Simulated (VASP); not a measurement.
# Mg5CdS6 (P1) in VASP: relaxation of cell and atoms with PBE

Aim: the relaxation of cell and atoms of Mg5CdS6 with PBE.

Everything below comes from runs of VASP 6.6.1. Logs are shortened: lines on timing, memory, paths and dates and some standing lists are left out, and cuts for length are marked.

### 1 The cell of the first run

The typed cell holds 12 atoms: a = 3.733 Å, b = 3.801 Å, c = 15.612 Å, α = 90.60°, β = 91.16°, γ = 89.85°.

### 2 Relaxation of cell and atoms, PBE

Input file INCAR:

```
PREC = Accurate ; ENCUT = 600
EDIFF = 1E-6 ; ISMEAR = 0
SIGMA = 0.1 ; LREAL = False
LASPH = True ; NELM = 80
ALGO = Normal ; ISIF = 3
LWAVE = False ; LCHARG = False
GGA = PE ; IBRION = 2
NSW = 80 ; EDIFFG = -0.025
```

Input file KPOINTS:

```
Automatic mesh
0
Gamma
  4 4 1
```

Input file POSCAR:

```
Mg5CdS6
1.0
    3.7323838277      0.0048896772     -0.0374845715
    0.0048896772      3.8007909634     -0.0196403793
   -0.1592146374     -0.0834219452     15.6110000486
Mg Cd S
5 1 6
Direct
    0.0024720782      0.0110140110      0.6573227282
    0.5002382234      0.4848488035      0.5086119718
    0.0282751018     -0.0265481873      0.3444800507
    0.4944751428      0.4885400669      0.1715285262
    0.4826360182      0.5236843608      0.8224284598
    0.0020031865     -0.0255056088     -0.0058786850
    0.0442696413     -0.0227203278      0.4958576012
    0.4427639527      0.4903588203      0.3378402971
    0.0306374419      0.0468833338      0.1721747139
    0.5208017716      0.5170336323      0.0049536632
   -0.0235329891      0.0118778096      0.8299148722
    0.4749604305      0.5005332858      0.6607658007
```

Potentials or basis: VASP PAW PBE potentials, release 64 (Mg, Cd, S).

Run with:

```console
> cat potpaw_PBE.64/Mg/POTCAR potpaw_PBE.64/Cd/POTCAR potpaw_PBE.64/S/POTCAR > POTCAR
> mpirun -np 1 vasp_std > vasp.out
```

OUTCAR:

```text
PREC = Accurate
   ENCUT = 600
   EDIFF = 1E-6
   ISMEAR = 0
   LREAL = False
   LASPH = True
   NELM = 80
   ISIF = 3
   GGA = PE
   IBRION = 2
   NSW = 80
   EDIFFG = -0.025

 ion  position               nearest neighbor table
   1  0.002  0.011  0.657-   7 2.53  12 2.57  12 2.62  11 2.70  12 2.71  12 2.77   2 3.47   2 3.52
                             2 3.56   2 3.59   5 3.63
   2  0.500  0.485  0.509-  12 2.38   7 2.53   7 2.58   8 2.67   7 2.78   7 2.81   1 3.47   1 3.52
                             1 3.56   1 3.59   3 3.61   3 3.63
   3  0.028  0.973  0.344-   7 2.36   8 2.40   8 2.51   9 2.71   8 2.86   8 2.94   2 3.61   2 3.63

   4  0.494  0.489  0.172-   9 2.41   8 2.61  10 2.61   9 2.61   9 2.74   9 2.92
   5  0.483  0.524  0.822-  12 2.52  11 2.62  11 2.65  11 2.68  11 2.72  10 2.85   1 3.63   6 3.66
                             6 3.69
   6  0.002  0.974  0.994-  10 2.51  11 2.57  10 2.60  10 2.74   9 2.79  10 2.83   5 3.66   5 3.69

   7  0.044  0.977  0.496-   3 2.36   1 2.53   2 2.53   2 2.58   2 2.78   2 2.81
   8  0.443  0.490  0.338-   3 2.40   3 2.51   4 2.61   2 2.67   3 2.86   3 2.94
   9  0.031  0.047  0.172-   4 2.41   4 2.61   3 2.71   4 2.74   6 2.79   4 2.92
  10  0.521  0.517  0.005-   6 2.51   6 2.60   4 2.61   6 2.74   6 2.83   5 2.85
  11  0.976  0.012  0.830-   6 2.57   5 2.62   5 2.65   5 2.68   1 2.70   5 2.72
  12  0.475  0.501  0.661-   2 2.38   5 2.52   1 2.57   1 2.62   1 2.71   1 2.77

  LATTYP: Found a triclinic cell.
 ALAT       =    15.6120348142
 B/A-ratio  =     0.2390832009
 C/A-ratio  =     0.2434560836
 COS(alpha) =     0.0026482811
 COS(beta)  =     0.0105235118
 COS(gamma) =     0.0202465597

  Lattice vectors:

 A1 = (  -0.1592146374,  -0.0834219452,  15.6110000486)
 A2 = (  -3.7323838277,  -0.0048896772,   0.0374845715)
 A3 = (  -0.0048896772,  -3.8007909634,   0.0196403793)

Analysis of symmetry for initial positions (statically):
=====================================================================
 Subroutine PRICEL returns:
 Original cell was already a primitive cell.

 Routine SETGRP: Setting up the symmetry group for a
 triclinic supercell.

 Subroutine GETGRP returns: Found  1 space group operations
 (whereof  1 operations were pure point group operations)
 out of a pool of  2 trial point group operations.

The static configuration has the point symmetry C_1 .

Analysis of symmetry for dynamics (positions and initial velocities):
=====================================================================
 Subroutine PRICEL returns:
 Original cell was already a primitive cell.

 Routine SETGRP: Setting up the symmetry group for a
 triclinic supercell.

 Subroutine GETGRP returns: Found  1 space group operations
 (whereof  1 operations were pure point group operations)
 out of a pool of  2 trial point group operations.

The dynamic configuration has the point symmetry C_1 .

 Subroutine INISYM returns: Found  1 space group operations
 (whereof  1 operations are pure point group operations),
 and found     1 'primitive' translations

----------------------------------------------------------------------------------------

                                     Primitive cell

  volume of cell :     221.4287

  direct lattice vectors                    reciprocal lattice vectors
     3.732383828  0.004889677 -0.037484572     0.267953146 -0.000330606  0.002731054
     0.004889677  3.800790963 -0.019640379    -0.000330606  0.263110804  0.001402638
    -0.159214637 -0.083421945 15.611000049     0.000642984  0.000330229  0.064065718

  length of vectors
     3.732575256  3.800844854 15.612034814     0.267967267  0.263114750  0.064069795

  position of ions in fractional coordinates (direct lattice)
     0.002472078  0.011014011  0.657322728
     0.500238223  0.484848804  0.508611972
     0.028275102  0.973451813  0.344480051
     0.494475143  0.488540067  0.171528526
     0.482636018  0.523684361  0.822428460
     0.002003186  0.974494391  0.994121315
     0.044269641  0.977279672  0.495857601
     0.442763953  0.490358820  0.337840297
     0.030637442  0.046883334  0.172174714
     0.520801772  0.517033632  0.004953663
     0.976467011  0.011877810  0.829914872
     0.474960430  0.500533286  0.660765801

[... 29 lines left out ...]

  Length of vectors
     0.066991817  0.065778688  0.064069795

  Shift w.r.t. Gamma in fractional coordinates (k-lattice)
     0.000000000  0.000000000  0.000000000

 Subroutine IBZKPT returns following result:
 ===========================================

 Found     10 irreducible k-points:

 Following reciprocal coordinates:
            Coordinates               Weight
  0.000000  0.000000  0.000000      1.000000
  0.250000  0.000000 -0.000000      2.000000
  0.500000  0.000000 -0.000000      1.000000
 -0.000000  0.250000  0.000000      2.000000
  0.250000  0.250000 -0.000000      2.000000
  0.500000  0.250000 -0.000000      2.000000
 -0.250000  0.250000  0.000000      2.000000
 -0.000000  0.500000  0.000000      1.000000
  0.250000  0.500000 -0.000000      2.000000
  0.500000  0.500000 -0.000000      1.000000
   k-points           NKPTS =     10   k-points in BZ     NKDIM =     10   number of bands    NBANDS=     36
   number of dos      NEDOS =    301   number of ions     NIONS =     12
   total plane-waves  NPLWV = 113400
   dimension x,y,z NGX =    30 NGY =   30 NGZ =  126
   dimension x,y,z NGXF=    60 NGYF=   60 NGZF=  252
   ions per type =               5   1   6
   NGX,Y,Z   is equivalent  to a cutoff of  13.36, 13.12, 13.42 a.u.
   NGXF,Y,Z  is equivalent  to a cutoff of  26.72, 26.24, 26.83 a.u.
 SYSTEM =  unknown system
   PREC   = accura    normal or accurate (medium, high low for compatibility)
   ISTART =      0    job   : 0-new  1-cont  2-samecut
   ICHARG =      2    charge: 1-file 2-atom 10-const
   ISPIN  =      1    spin polarized calculation?
   LNONCOLLINEAR =      F non collinear calculations
   LSORBIT =      F    spin-orbit coupling
   LASPH  =      T    aspherical Exc in radial PAW
   ENCUT  =  600.0 eV  44.10 Ry    6.64 a.u.   7.45  7.59 31.18*2*pi/ulx,y,z
   NELM   =     80;   NELMIN=  2; NELMDL= -5     # of ELM steps
   EDIFF  = 0.1E-05   stopping-criterion for ELM
   LREAL  =      F    real-space projection
   EDIFFG = -.3E-01   stopping-criterion for IOM
   NSW    =     80    number of steps for IOM
   IBRION =      2    ionic relax: 0-MD 1-quasi-New 2-CG
   NFREE  =      1    steps in history (QN), initial steepest desc. (CG)
   ISIF   =      3    stress and relaxation
   ISYM   =      2    0-nonsym 1-usesym 2-fastsym
   POTIM  = 0.5000    time-step for ionic-motion
   TEBEG  =    0.0;   TEEND  =   0.0 temperature during run
   PSTRESS=    0.0 pullay stress
   NELECT =      58.0000    total number of electrons
   NUPDOWN=      -1.0000    fix difference up-down
   EMIN   =  10.00;   EMAX   =-10.00  energy-range for DOS
   EFERMI =   0.00;   METHOD = LEGACY
   ISMEAR =     0;   SIGMA  =   0.10  broadening in eV -4-tet -1-fermi 0-gaus
   EFERMI_NEDOS =   21; number of points for ismear=-14 and -15
   IALGO  =     38    algorithm
   IMIX   =      4    mixing-type and parameters
     AMIX     =   0.40;   BMIX     =  1.00
     AMIX_MAG =   1.60;   BMIX_MAG =  1.00
  volume/ion in A,a.u.               =      18.45       124.52
  Fermi-wavevector in a.u.,A,eV,Ry     =   1.047465  1.979422 14.928082  1.097183
  Thomas-Fermi vector in A             =   2.182346
   LORBIT       =      0    0 simple, 1 ext, 2 COOP (PROOUT), +10 PAW based schemes
   GGA     = PE    functional components
   LHFCALC =     F    Hartree Fock is set to
   AEXX    =    0.0000 exact exchange contribution
   IVDW    =     0    specifies the selected vdW correction
   LEPSILON=     F    determine dielectric tensor
   LRPA    =     F    only Hartree local field effects (RPA)
 conjugate gradient relaxation of ions
 non-spin polarized calculation
 Gauss-broadening in eV      SIGMA  =   0.10
  energy-cutoff  :      600.00
  volume of cell :      221.43
 maximum number of plane-waves:      7423
 NGX is ok and might be reduce to    30
   NGX = 15   NGY = 15   NGZ = 63

--------------------------------------- Ionic step        1  -------------------------------------------

 number of electron      58.0000000 magnetization

 Free energy of the ion-electron system (eV)
  ---------------------------------------------------
  ext. energy  EPLUGINS =         0.00000000
  ---------------------------------------------------
  free energy    TOTEN  =       -47.28678681 eV

  energy without entropy =      -47.28678681  energy(sigma->0) =      -47.28678681

------------------------ aborting loop because EDIFF is reached ----------------------------------------

  FORCE on cell =-STRESS in cart. coord.  units (eV):
  Direction    XX          YY          ZZ          XY          YZ          ZX
  --------------------------------------------------------------------------------------
  -------------------------------------------------------------------------------------
  Total        2.5048134      0.6972115      4.4631786      0.4670053      0.6471138      1.2981826
  in kB       18.1239185      5.0447689     32.2939370      3.3790803      4.6822799      9.3931770
  external PRESSURE =      18.4875415 kB  Pullay stress =       0.0000000 kB
[... 79 lines left out ...]
--------------------------------------- Ionic step        3  -------------------------------------------

 number of electron      58.0000001 magnetization

 E-fermi :   3.9215     XC(G=0):  -9.5407

 val. band max:        3.4502563672   @ k =  -0.0000   0.5000   0.0000
 cond. band min:       4.5745630650   @ k =   0.5000   0.5000  -0.0000
 fundamental gap:      1.1243066978
 Fermi energy:         3.9215444395

 k-point     1 :       0.0000    0.0000    0.0000
  band No.  band energies     occupation
      1      -9.3323      2.00000
      2      -9.1022      2.00000
      3      -8.9474      2.00000
      4      -8.4662      2.00000
      5      -8.2105      2.00000
      6      -7.9040      2.00000
[... 418 lines left out ...]
  FREE ENERGIE OF THE ION-ELECTRON SYSTEM (eV)
  ---------------------------------------------------
  free  energy   TOTEN  =       -47.8467081521 eV

  energy  without entropy=      -47.8467081521  energy(sigma->0) =      -47.84670815

[... ionic steps 4 to 16 ...]

--------------------------------------- Ionic step       17  -------------------------------------------

 number of electron      58.0000008 magnetization

------------------------ aborting loop because EDIFF is reached ----------------------------------------
[... 87 lines left out ...]
--------------------------------------- Ionic step       19  -------------------------------------------

 number of electron      58.0000009 magnetization

 Free energy of the ion-electron system (eV)
  ---------------------------------------------------
  ext. energy  EPLUGINS =         0.00000000
  ---------------------------------------------------
  free energy    TOTEN  =       -48.11986673 eV

  energy without entropy =      -48.11986673  energy(sigma->0) =      -48.11986673

 E-fermi :   4.3001     XC(G=0):  -9.7352

 val. band max:        3.8047144795   @ k =  -0.0000   0.5000   0.0000
 cond. band min:       5.0045341827   @ k =   0.5000   0.5000  -0.0000
 fundamental gap:      1.1998197032
 Fermi energy:         4.3000877347

 k-point     1 :       0.0000    0.0000    0.0000
  band No.  band energies     occupation
      1      -9.2126      2.00000
      2      -8.9024      2.00000
      3      -8.7830      2.00000
      4      -8.2720      2.00000
      5      -7.9661      2.00000
      6      -7.5991      2.00000
[... 418 lines left out ...]
  FREE ENERGIE OF THE ION-ELECTRON SYSTEM (eV)
  ---------------------------------------------------
  free  energy   TOTEN  =       -48.1198667262 eV

  energy  without entropy=      -48.1198667262  energy(sigma->0) =      -48.11986673

 reached required accuracy - stopping structural energy minimisation
```

Wall time 22 min (1 thread of Intel Xeon Platinum 8259CL at 2.50GHz (Skylake/Cascade Lake), shared host); peak memory 0.39 GiB.

Results:

* Free energy: -48.1199 eV
* Relaxed volume: 18.44 Å³/atom
* Relaxed cell: a = 3.742 Å, b = 3.744 Å, c = 15.795 Å, α = 90.03°, β = 90.02°, γ = 90.00°
* Space group after relaxing (to 0.1 Å): P4/mmm (No. 123)
* Energy gained by relaxing: 69.4 meV/atom
* Ionic steps: 19
* Pressure after relaxing: 0.0 GPa
* Largest force after relaxing: 0.022 eV/Å
* Band gap on the k mesh: 1.20 eV (least direct gap 1.90 eV)

Forces on the atoms (eV/Å):
```
Mg   0.007 -0.002 -0.012
Mg   0.000  0.007  0.006
Mg  -0.006  0.001  0.022
Mg  -0.005  0.009  0.013
Mg   0.004 -0.007 -0.010
Cd  -0.002 -0.010 -0.009
S    0.008 -0.001 -0.004
S   -0.011  0.013 -0.002
S   -0.003 -0.005 -0.006
S    0.001 -0.003 -0.002
S    0.007 -0.006  0.001
S    0.000  0.003  0.002
```

Step by step:
```csv
step,energy change (eV),largest force (eV/Å),pressure (GPa),volume (Å³)
1,0.0000,1.6303,1.85,221.43
2,-0.5100,0.7535,-1.42,228.30
3,-0.5599,0.5961,-2.56,231.47
4,-0.7235,0.5291,-0.14,222.45
5,-0.7337,0.5183,0.73,219.71
6,-0.7910,0.2846,0.46,220.10
7,-0.8107,0.1719,0.29,220.49
8,-0.8182,0.0873,-0.22,221.98
9,-0.8186,0.0861,-0.36,222.42
10,-0.8231,0.0826,0.01,221.30
11,-0.8234,0.0812,0.13,220.95
12,-0.8268,0.0561,0.09,221.04
13,-0.8296,0.0772,0.02,221.21
14,-0.8316,0.0431,-0.05,221.42
15,-0.8320,0.0424,-0.10,221.56
16,-0.8325,0.0322,0.17,220.75
17,-0.8326,0.0341,0.11,220.93
18,-0.8331,0.0253,-0.02,221.31
19,-0.8331,0.0224,-0.01,221.27
```

Final structure:
```yaml
crystal:
  lattice:
    - [3.74219, -0.00009, -0.00049]
    - [0.00030, 3.74357, -0.00077]
    - [-0.00274, -0.00470, 15.79482]
  atoms:
    - { symbol: Mg, position: [0.99771, 0.00038, 0.66353] }
    - { symbol: Mg, position: [0.49932, 0.49800, 0.49988] }
    - { symbol: Mg, position: [0.00259, 0.99770, 0.33638] }
    - { symbol: Mg, position: [0.50234, 0.49824, 0.17068] }
    - { symbol: Mg, position: [0.49775, 0.50288, 0.82926] }
    - { symbol: Cd, position: [0.00038, 0.00284, 0.00017] }
    - { symbol: S, position: [0.99918, 0.99859, 0.49998] }
    - { symbol: S, position: [0.50233, 0.49746, 0.33576] }
    - { symbol: S, position: [0.00203, 0.99906, 0.17293] }
    - { symbol: S, position: [0.50024, 0.50226, 0.00009] }
    - { symbol: S, position: [0.99780, 0.00239, 0.82720] }
    - { symbol: S, position: [0.49832, 0.50019, 0.66417] }
```

Levels at points of the mesh, in eV from the valence-band top:
```tsv
k point	band 26	band 27	band 28	band 29	band 30	band 31	band 32	band 33
(0.00, 0.00, 0.00)	-0.89	-0.54	-0.47	-0.46	1.43	2.60	3.12	3.27
(0.50, 0.00, 0.00)	-1.01	-0.98	-0.88	0.00	4.11	4.23	4.44	4.47
(0.00, 0.50, 0.00)	-1.00	-0.98	-0.88	0.00	4.12	4.23	4.45	4.47
(0.50, 0.50, 0.00)	-2.14	-2.10	-2.03	-2.03	1.20	2.19	3.40	3.71
```

Caveat: the k points lie up to 0.42 Å⁻¹ apart in the final cell. A k mesh can miss the band edges.
